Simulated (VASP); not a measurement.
The system is Ga2Sb.

```
CELL_PARAMETERS angstrom
4.40019 0.00000 0.00000
-2.20009 3.81068 0.00000
0.00000 0.00000 4.06761
ATOMIC_POSITIONS crystal
Sb 0.00000 0.00000 0.00000
Ga 0.33333 0.66667 0.50000
Ga 0.66667 0.33333 0.50000
```

* Program: VASP 6.6.1
* Task: relaxation of cell and atoms
* Functional: PBE
* Potentials or basis: VASP PAW PBE potentials, release 64 (Sb, Ga_d)
* Cutoff: 600 eV
* k mesh: 12 × 12 × 10
* Occupations: gaussian, width 0.1 eV
* Spin: no spin polarisation

At the start: pressure 0.9 GPa; volume 22.73 Å³/atom.

How do energy, volume and symmetry change on relaxing?

Over 16 steps the energy falls by 58.6 meV/atom and the volume is 22.62 Å³/atom (-0.5 %); space group P6/mmm (No. 191, to 0.1 Å) before and after.

Step by step:
| step | energy change (eV) | largest force (eV/Å) | pressure (GPa) | volume (Å³) |
| --- | --- | --- | --- | --- |
| 1 | 0.0000 | 0.0000 | 0.85 | 68.20 |
| 2 | -0.0230 | 0.0000 | -0.09 | 69.40 |
| 3 | -0.0414 | 0.0000 | -1.77 | 72.01 |
| 4 | -0.0545 | 0.0000 | -1.57 | 71.49 |
| 5 | -0.0642 | 0.0000 | -1.29 | 70.89 |
| 6 | -0.0860 | 0.0000 | -0.55 | 69.61 |
| 7 | -0.1554 | 0.0000 | 0.95 | 66.73 |
| 8 | 0.1945 | 0.0000 | 9.75 | 59.65 |
| 9 | -0.1639 | 0.0000 | 1.69 | 65.60 |
| 10 | -0.1654 | 0.0000 | 1.51 | 65.88 |
| 11 | -0.1533 | 0.0000 | 1.05 | 66.60 |
| 12 | -0.1684 | 0.0000 | 1.31 | 66.09 |
| 13 | -0.1750 | 0.0000 | 0.41 | 67.30 |
| 14 | -0.1757 | 0.0000 | 0.02 | 67.88 |
| 15 | -0.1757 | 0.0000 | 0.08 | 67.85 |
| 16 | -0.1757 | 0.0000 | 0.04 | 67.87 |

Final structure:
```
Sb Ga
1.0
     4.87742    0.00000    0.00000
    -2.43871    4.22397    0.00000
     0.00000    0.00000    3.29449
Sb Ga
1 2
Direct
  0.00000 0.00000 0.00000
  0.33333 0.66667 0.50000
  0.66667 0.33333 0.50000
```

Caveat: a cell axis changed by over 15 % at a fixed basis, so the end point is rough.
